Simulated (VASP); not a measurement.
# RbBr (Fm-3m) in VASP: notebook

Runs on RbBr. Level: r2SCAN. Tasks: single point.

All numbers are computed with VASP 6.6.1; they aren't measurements. Logs are shortened: lines on timing, memory, paths and dates and some standing lists are left out, and cuts for length are marked.

## Step 1: The cell of the first run

The structure is cubic, space group Fm-3m (No. 225). The conventional cell has a = 6.662 Å, b = 6.662 Å, c = 6.662 Å, α = 90.00°, β = 90.00°, γ = 90.00°. Rb (site symmetry m-3m) has 6 Br at 3.33 Å within 4.4 Å. Br (site symmetry m-3m) has 6 Rb at 3.33 Å within 4.4 Å.

## Step 2: Single point, r2SCAN (functional r2SCAN, strained)

Contents of POSCAR:

```
RbBr
1.0
    0.0000000000      3.3311529750      3.3311529750
    3.3311529750      0.0000000000      3.3311529750
    3.3311529750      3.3311529750      0.0000000000
Rb Br
1 1
Direct
    0.0000000000      0.0000000000      0.0000000000
    0.5000000000      0.5000000000      0.5000000000
```

Contents of INCAR.step1:

```
SYSTEM = RbBr
PREC     = Accurate       ! precision mode
ENCUT    = 550            ! plane-wave cutoff, eV
ISMEAR   = 0              ! smearing method
SIGMA    = 0.02           ! smearing width, eV
LREAL    = .FALSE.        ! projectors in reciprocal space
LASPH    = .TRUE.         ! aspherical terms in the spheres
NELM     = 120            ! most SCF steps
NBANDS   = 15             ! bands
GGA      = PE             ! functional
ALGO     = Normal         ! electronic algorithm
EDIFF    = 1E-5           ! SCF threshold, eV
LWAVE    = .TRUE.         ! write WAVECAR
LCHARG   = .FALSE.        ! write CHGCAR
GGA_COMPAT= .FALSE.
```

Contents of INCAR.step2:

```
SYSTEM = RbBr
PREC     = Accurate       ! precision mode
ENCUT    = 550            ! plane-wave cutoff, eV
EDIFF    = 1E-6           ! SCF threshold, eV
ISMEAR   = 0              ! smearing method
SIGMA    = 0.02           ! smearing width, eV
LREAL    = .FALSE.        ! projectors in reciprocal space
LASPH    = .TRUE.         ! aspherical terms in the spheres
NELM     = 120            ! most SCF steps
ALGO     = Normal         ! electronic algorithm
ISIF     = 2              ! what is computed and relaxed
LWAVE    = .FALSE.        ! write WAVECAR
LCHARG   = .FALSE.        ! write CHGCAR
METAGGA  = R2SCAN         ! meta-GGA
LMIXTAU  = .TRUE.       
NBANDS   = 15             ! bands
ISTART   = 1            
GGA_COMPAT= .FALSE.
```

Contents of KPOINTS:

```
Automatic mesh
0
G
  6 6 6
  0 0 0
```

Potentials or basis: VASP PAW PBE potentials, release 64 (Rb_sv, Br).

Command:

```console
$ cat potpaw_PBE.64/Rb_sv/POTCAR potpaw_PBE.64/Br/POTCAR > POTCAR
$ cp INCAR.step1 INCAR
$ mpirun -np 1 vasp_std > vasp.out
$ cp INCAR.step2 INCAR
$ mpirun -np 1 vasp_std > vasp.out
```

OUTCAR:

```text
SYSTEM = RbBr
   PREC = Accurate
   ENCUT = 550
   EDIFF = 1E-6
   ISMEAR = 0
   LREAL = .FALSE.
   LASPH = .TRUE.
   NELM = 120
   ISIF = 2
   METAGGA = R2SCAN
   ISTART = 1

 ion  position               nearest neighbor table
   1  0.000  0.000  0.000-   2 3.33   2 3.33   2 3.33   2 3.33   2 3.33   2 3.33
   2  0.500  0.500  0.500-   1 3.33   1 3.33   1 3.33   1 3.33   1 3.33   1 3.33

  LATTYP: Found a face centered cubic cell.
 ALAT       =     6.6623059500

  Lattice vectors:

 A1 = (   0.0000000000,   3.3311529750,   3.3311529750)
 A2 = (   3.3311529750,   0.0000000000,   3.3311529750)
 A3 = (   3.3311529750,   3.3311529750,   0.0000000000)

Analysis of symmetry for initial positions (statically):
=====================================================================
 Subroutine PRICEL returns:
 Original cell was already a primitive cell.

 Routine SETGRP: Setting up the symmetry group for a
 face centered cubic supercell.

 Subroutine GETGRP returns: Found 48 space group operations
 (whereof 48 operations were pure point group operations)
 out of a pool of 48 trial point group operations.

The static configuration has the point symmetry O_h .

Analysis of symmetry for dynamics (positions and initial velocities):
=====================================================================
 Subroutine PRICEL returns:
 Original cell was already a primitive cell.

 Routine SETGRP: Setting up the symmetry group for a
 face centered cubic supercell.

 Subroutine GETGRP returns: Found 48 space group operations
 (whereof 48 operations were pure point group operations)
 out of a pool of 48 trial point group operations.

The dynamic configuration has the point symmetry O_h .

 Subroutine INISYM returns: Found 48 space group operations
 (whereof 48 operations are pure point group operations),
 and found     1 'primitive' translations

----------------------------------------------------------------------------------------

                                     Primitive cell

  volume of cell :      73.9288

  direct lattice vectors                    reciprocal lattice vectors
     0.000000000  3.331152975  3.331152975    -0.150098180  0.150098180  0.150098180
     3.331152975  0.000000000  3.331152975     0.150098180 -0.150098180  0.150098180
     3.331152975  3.331152975  0.000000000     0.150098180  0.150098180 -0.150098180

  length of vectors
     4.710961716  4.710961716  4.710961716     0.259977674  0.259977674  0.259977674

  position of ions in fractional coordinates (direct lattice)
     0.000000000  0.000000000  0.000000000
     0.500000000  0.500000000  0.500000000

  ion indices of the primitive-cell ions
   primitive index   ion index
                 1           1
                 2           2

----------------------------------------------------------------------------------------

 KPOINTS: Automatic mesh

Automatic generation of k-mesh.
 Grid dimensions read from file:
 generate k-points for:    6    6    6

 Generating k-lattice:

  Cartesian coordinates                     Fractional coordinates (reciprocal lattice)
    -0.025016363  0.025016363  0.025016363     0.166666667  0.000000000  0.000000000
     0.025016363 -0.025016363  0.025016363     0.000000000  0.166666667  0.000000000
     0.025016363  0.025016363 -0.025016363     0.000000000  0.000000000  0.166666667

  Length of vectors
     0.043329612  0.043329612  0.043329612

  Shift w.r.t. Gamma in fractional coordinates (k-lattice)
     0.000000000  0.000000000  0.000000000

 Subroutine IBZKPT returns following result:
 ===========================================

 Found     16 irreducible k-points:

 Following reciprocal coordinates:
            Coordinates               Weight
  0.000000  0.000000  0.000000      1.000000
  0.166667  0.000000  0.000000      8.000000
  0.333333  0.000000  0.000000      8.000000
  0.500000  0.000000  0.000000      4.000000
  0.166667  0.166667  0.000000      6.000000
  0.333333  0.166667  0.000000     24.000000
[... 8 lines left out ...]
 -0.333333  0.333333  0.166667     24.000000
 -0.333333  0.500000  0.166667     12.000000
   k-points           NKPTS =     16   k-points in BZ     NKDIM =     16   number of bands    NBANDS=     15
   number of dos      NEDOS =    301   number of ions     NIONS =      2
   total plane-waves  NPLWV =  46656
   dimension x,y,z NGX =    36 NGY =   36 NGZ =   36
   dimension x,y,z NGXF=    72 NGYF=   72 NGZF=   72
   ions per type =               1   1
   NGX,Y,Z   is equivalent  to a cutoff of  12.70, 12.70, 12.70 a.u.
   NGXF,Y,Z  is equivalent  to a cutoff of  25.41, 25.41, 25.41 a.u.
 SYSTEM =  RbBr
   PREC   = accura    normal or accurate (medium, high low for compatibility)
   ISTART =      1    job   : 0-new  1-cont  2-samecut
   ICHARG =      0    charge: 1-file 2-atom 10-const
   ISPIN  =      1    spin polarized calculation?
   LNONCOLLINEAR =      F non collinear calculations
   LSORBIT =      F    spin-orbit coupling
   LASPH  =      T    aspherical Exc in radial PAW
   ENCUT  =  550.0 eV  40.42 Ry    6.36 a.u.   9.01  9.01  9.01*2*pi/ulx,y,z
   NELM   =    120;   NELMIN=  2; NELMDL=  0     # of ELM steps
   EDIFF  = 0.1E-05   stopping-criterion for ELM
   LREAL  =      F    real-space projection
   EDIFFG = 0.1E-04   stopping-criterion for IOM
   NSW    =      0    number of steps for IOM
   IBRION =     -1    ionic relax: 0-MD 1-quasi-New 2-CG
   NFREE  =      0    steps in history (QN), initial steepest desc. (CG)
   ISIF   =      2    stress and relaxation
   ISYM   =      2    0-nonsym 1-usesym 2-fastsym
   POTIM  = 0.5000    time-step for ionic-motion
   TEBEG  =    0.0;   TEEND  =   0.0 temperature during run
   PSTRESS=    0.0 pullay stress
   NELECT =      16.0000    total number of electrons
   NUPDOWN=      -1.0000    fix difference up-down
   EMIN   =  10.00;   EMAX   =-10.00  energy-range for DOS
   EFERMI =   0.00;   METHOD = LEGACY
   ISMEAR =     0;   SIGMA  =   0.02  broadening in eV -4-tet -1-fermi 0-gaus
   EFERMI_NEDOS =   21; number of points for ismear=-14 and -15
   IALGO  =     38    algorithm
   IMIX   =      4    mixing-type and parameters
     AMIX     =   0.40;   BMIX     =  1.00
     AMIX_MAG =   1.60;   BMIX_MAG =  1.00
  volume/ion in A,a.u.               =      36.96       249.45
  Fermi-wavevector in a.u.,A,eV,Ry     =   0.982902  1.857416 13.144541  0.966096
  Thomas-Fermi vector in A             =   2.114020
   LORBIT       =      0    0 simple, 1 ext, 2 COOP (PROOUT), +10 PAW based schemes
   METAGGA = R2SCAN    functional components
   LHFCALC =     F    Hartree Fock is set to
   AEXX    =    0.0000 exact exchange contribution
   IVDW    =     0    specifies the selected vdW correction
   LEPSILON=     F    determine dielectric tensor
   LRPA    =     F    only Hartree local field effects (RPA)
 non-spin polarized calculation
 Gauss-broadening in eV      SIGMA  =   0.02
  energy-cutoff  :      550.00
  volume of cell :       73.93
 maximum number of plane-waves:      2200
   NGX = 17   NGY = 17   NGZ = 17

 number of electron      15.9999999 magnetization

 Free energy of the ion-electron system (eV)
  ---------------------------------------------------
  ext. energy  EPLUGINS =         0.00000000
  ---------------------------------------------------
  free energy    TOTEN  =       -31.09870506 eV

  energy without entropy =      -31.09870506  energy(sigma->0) =      -31.09870506

 E-fermi :  -1.6381     XC(G=0):  -8.0043

 val. band max:       -1.8141805239   @ k =   0.0000   0.0000   0.0000
 cond. band min:       3.3937981376   @ k =   0.0000   0.0000   0.0000
 fundamental gap:      5.2079786615
 Fermi energy:        -1.6381391823

 k-point     1 :       0.0000    0.0000    0.0000
  band No.  band energies     occupation
      1     -26.8017      2.00000
      2     -14.5221      2.00000
      3     -10.3380      2.00000
      4     -10.3380      2.00000
      5     -10.3380      2.00000
      6      -1.8142      2.00000
      7      -1.8142      2.00000
      8      -1.8142      2.00000
      9       3.3938      0.00000
     10       6.0661      0.00000
     11       6.0661      0.00000
     12       6.0661      0.00000
     13       7.2009      0.00000
     14       7.2009      0.00000
     15       9.7320      0.00000

 k-point     2 :       0.1667    0.0000    0.0000
  band No.  band energies     occupation
      1     -26.7978      2.00000
      2     -14.5396      2.00000
      3     -10.3396      2.00000
      4     -10.3396      2.00000
      5     -10.3162      2.00000
      6      -2.1555      2.00000
      7      -1.9305      2.00000
      8      -1.9305      2.00000
      9       4.0834      0.00000
     10       5.8981      0.00000
     11       6.4377      0.00000
     12       6.4377      0.00000
     13       7.6807      0.00000
     14       7.6807      0.00000
     15      10.8897      0.00000

 k-point     3 :       0.3333    0.0000    0.0000
  band No.  band energies     occupation
      1     -26.7900      2.00000
      2     -14.5741      2.00000
      3     -10.3427      2.00000
      4     -10.3427      2.00000
      5     -10.2726      2.00000
      6      -2.7067      2.00000
      7      -2.1467      2.00000
      8      -2.1467      2.00000
      9       5.2738      0.00000
     10       6.2050      0.00000
     11       7.4796      0.00000
     12       7.4796      0.00000
     13       8.8717      0.00000
     14       8.8717      0.00000
     15      11.1373      0.00000

 k-point     4 :       0.5000    0.0000    0.0000
  band No.  band energies     occupation
      1     -26.7861      2.00000
      2     -14.5911      2.00000
      3     -10.3441      2.00000
      4     -10.3441      2.00000
      5     -10.2508      2.00000
      6      -2.9414      2.00000
      7      -2.2479      2.00000
      8      -2.2479      2.00000
      9       5.6927      0.00000
     10       6.7526      0.00000
     11       8.6590      0.00000
     12       8.6590      0.00000
     13       9.3131      0.00000
     14       9.3131      0.00000
     15      10.7116      0.00000
[... 163 lines left out ...]
 k-point    14 :       0.5000    0.3333    0.1667
  band No.  band energies     occupation
      1     -26.7852      2.00000
      2     -14.5293      2.00000
      3     -10.4481      2.00000
      4     -10.4104      2.00000
      5     -10.3194      2.00000
      6      -2.5842      2.00000
      7      -2.1869      2.00000
      8      -2.0573      2.00000
      9       5.2123      0.00000
     10       6.0228      0.00000
     11       7.9566      0.00000
     12       8.5524      0.00000
     13       8.8970      0.00000
     14       9.2976      0.00000
     15      10.4771      0.00000

 k-point    15 :      -0.3333    0.3333    0.1667
  band No.  band energies     occupation
      1     -26.7828      2.00000
      2     -14.5207      2.00000
      3     -10.4741      2.00000
      4     -10.4602      2.00000
      5     -10.3019      2.00000
      6      -2.5404      2.00000
      7      -2.1984      2.00000
      8      -2.1884      2.00000
      9       5.8292      0.00000
     10       6.0508      0.00000
     11       7.9851      0.00000
     12       8.1302      0.00000
     13       9.4428      0.00000
     14      10.3431      0.00000
     15      10.4761      0.00000

 k-point    16 :      -0.3333    0.5000    0.1667
  band No.  band energies     occupation
      1     -26.7817      2.00000
      2     -14.4865      2.00000
      3     -10.5543      2.00000
      4     -10.4769      2.00000
      5     -10.3366      2.00000
      6      -2.2892      2.00000
      7      -2.2536      2.00000
      8      -2.0915      2.00000
      9       4.9430      0.00000
     10       6.8909      0.00000
     11       7.2713      0.00000
     12       8.3466      0.00000
     13       9.3352      0.00000
     14      10.1606      0.00000
     15      10.7514      0.00000

------------------------ aborting loop because EDIFF is reached ----------------------------------------

  FORCE on cell =-STRESS in cart. coord.  units (eV):
  Direction    XX          YY          ZZ          XY          YZ          ZX
  --------------------------------------------------------------------------------------
  -------------------------------------------------------------------------------------
  Total        1.0101530      1.0101530      1.0101530      0.0000000      0.0000000      0.0000000
  in kB       21.8919271     21.8919271     21.8919271      0.0000000      0.0000000      0.0000000
  external PRESSURE =      21.8919271 kB  Pullay stress =       0.0000000 kB

 VOLUME and BASIS-vectors are now :
 -----------------------------------------------------------------------------
  energy-cutoff  :      550.00
  volume of cell :       73.93
      direct lattice vectors                 reciprocal lattice vectors
     0.000000000  3.331152975  3.331152975    -0.150098180  0.150098180  0.150098180
     3.331152975  0.000000000  3.331152975     0.150098180 -0.150098180  0.150098180
     3.331152975  3.331152975  0.000000000     0.150098180  0.150098180 -0.150098180

 POSITION                                       TOTAL-FORCE (eV/Angst)
 -----------------------------------------------------------------------------------
      0.00000      0.00000      0.00000        -0.000000     -0.000000      0.000000
      3.33115      3.33115      3.33115         0.000000      0.000000     -0.000000
 -----------------------------------------------------------------------------------
    total drift:                                0.000000      0.000000      0.000000

  FREE ENERGIE OF THE ION-ELECTRON SYSTEM (eV)
  ---------------------------------------------------
  free  energy   TOTEN  =       -31.0987050623 eV

  energy  without entropy=      -31.0987050623  energy(sigma->0) =      -31.09870506
```

Wall time 2 min (1 thread of Intel Xeon 8259CL, shared host); peak memory 0.21 GiB.

What came out:

```yaml
Free_energy: -31.0987 eV
Pressure: 2.2 GPa
Band_gap_on_the_k_mesh: 5.21 eV, direct
```

Levels at points of the mesh, in eV from the valence-band top:
```csv
k point,band 5,band 6,band 7,band 8,band 9,band 10,band 11,band 12
"(0.00, 0.00, 0.00)",-8.52,0.00,0.00,0.00,5.21,7.88,7.88,7.88
"(0.50, 0.00, 0.00)",-8.44,-1.13,-0.43,-0.43,7.51,8.57,10.47,10.47
"(0.50, 0.50, 0.00)",-8.62,-0.49,-0.16,-0.16,5.95,8.30,10.18,10.20
```

Caveat: the cell differs from its parent crystal (functional r2SCAN, strained); the PAW data sets were made with another functional, which shifts forces and pressure a little.

## Step 3: Single point, r2SCAN

POSCAR is that of step 2.

Contents of INCAR.step1:

```
ALGO = Normal
EDIFF = 1E-5
ENCUT = 550
GGA = PE
GGA_COMPAT = False
ISMEAR = -5
LASPH = True
LCHARG = False
LREAL = False
LWAVE = True
NBANDS = 15
NELM = 120
PREC = Accurate
SIGMA = 0.02
```

Contents of INCAR.step2:

```
ALGO = Normal
EDIFF = 1E-6
ENCUT = 550
GGA_COMPAT = False
ISIF = 2
ISMEAR = -5
ISTART = 1
LASPH = True
LCHARG = True
LELF = True
LMIXTAU = True
LREAL = False
LVHAR = True
LWAVE = False
METAGGA = R2SCAN
NBANDS = 15
NELM = 120
PREC = Accurate
SIGMA = 0.02
```

Contents of KPOINTS:

```
k-points
0
Gamma
  6 6 6
```

Potentials or basis: VASP PAW PBE potentials, release 64 (Rb_sv, Br).

Command:

```console
$ cat potpaw_PBE.64/Rb_sv/POTCAR potpaw_PBE.64/Br/POTCAR > POTCAR
$ cp INCAR.step1 INCAR
$ mpirun -np 1 vasp_std > vasp.out
$ cp INCAR.step2 INCAR
$ mpirun -np 1 vasp_std > vasp.out
```

It took 2.1 min on 1 thread of Intel Xeon 8259CL, shared host; peak memory 0.21 GiB.

The run converged. Its results:

```yaml
Free_energy: -31.0987 eV
Pressure: 2.2 GPa
Band_gap_on_the_k_mesh: 5.21 eV, direct
```

Levels at points of the mesh, in eV from the valence-band top:
| k point | band 5 | band 6 | band 7 | band 8 | band 9 | band 10 | band 11 | band 12 |
| --- | --- | --- | --- | --- | --- | --- | --- | --- |
| (0.00, 0.00, 0.00) | -8.52 | 0.00 | 0.00 | 0.00 | 5.21 | 7.88 | 7.88 | 7.88 |
| (0.50, 0.00, 0.00) | -8.44 | -1.13 | -0.43 | -0.43 | 7.51 | 8.57 | 10.47 | 10.47 |
| (0.50, 0.50, 0.00) | -8.62 | -0.49 | -0.16 | -0.16 | 5.95 | 8.30 | 10.18 | 10.20 |

Caveat: the PAW data sets were made with another functional, which shifts forces and pressure a little. r2SCAN opens gaps a little over a GGA but as a rule still falls short of measured ones.
